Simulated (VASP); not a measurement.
Set up this calculation in VASP 6.6.1, as the native input.

```yaml
Task: single point
Functional: LDA
Potentials_or_basis: VASP PAW LDA potentials, release 64 (Pt)
Cutoff: 520 eV
k_mesh: 22 × 22 × 22
Occupations: gaussian, width 0.15 eV
Spin: no spin polarisation
Dipole_correction: no
Further_INCAR_settings: ALGO = Fast; EDIFF = 1e-07; NBANDS = 11
```

The structure of Pt lies in POSCAR:

```
Pt
1.0
    0.0000000000      2.1577342595      1.7115148146
    2.1577342595      0.0000000000      1.7115148146
    2.1577342595      2.1577342595      0.0000000000
Pt
1
Direct
    0.0000000000      0.0000000000      0.0000000000
```

This cell differs from its parent crystal: volume 15.937 Å^3 an atom, c/a of the conventional cell 0.7932.

These files were run (other wordings do the same):

INCAR

```
SYSTEM = Pt
PREC = Accurate
ENCUT = 520
EDIFF = 1E-7
ISMEAR = 0
SIGMA = 0.15
LREAL = .FALSE.
LASPH = .TRUE.
NELM = 80
ALGO = Fast
ISIF = 2
LWAVE = .FALSE.
LCHARG = .FALSE.
NBANDS = 11
```

KPOINTS

```
regular mesh
0
G
  22 22 22
  0 0 0
```

Potentials or basis: VASP PAW LDA potentials, release 64 (Pt).

Launch:

```sh
$ cat potpaw_LDA.64/Pt/POTCAR > POTCAR
$ mpirun -np 1 vasp_std > vasp.out
```

It gave:

```json
{
 "Pressure": "-16.4 GPa",
 "Band gap on the k mesh": "zero (band 5 reaches 10.99 eV, above the bottom of band 6 at 8.87 eV)"
}
```

Caveat: spin-orbit coupling is left out, which moves the levels of the heavy elements.

Wall time 4.8 min on 1 thread of AMD EPYC 7R13, with other jobs on the host, peak memory 0.22 GiB.
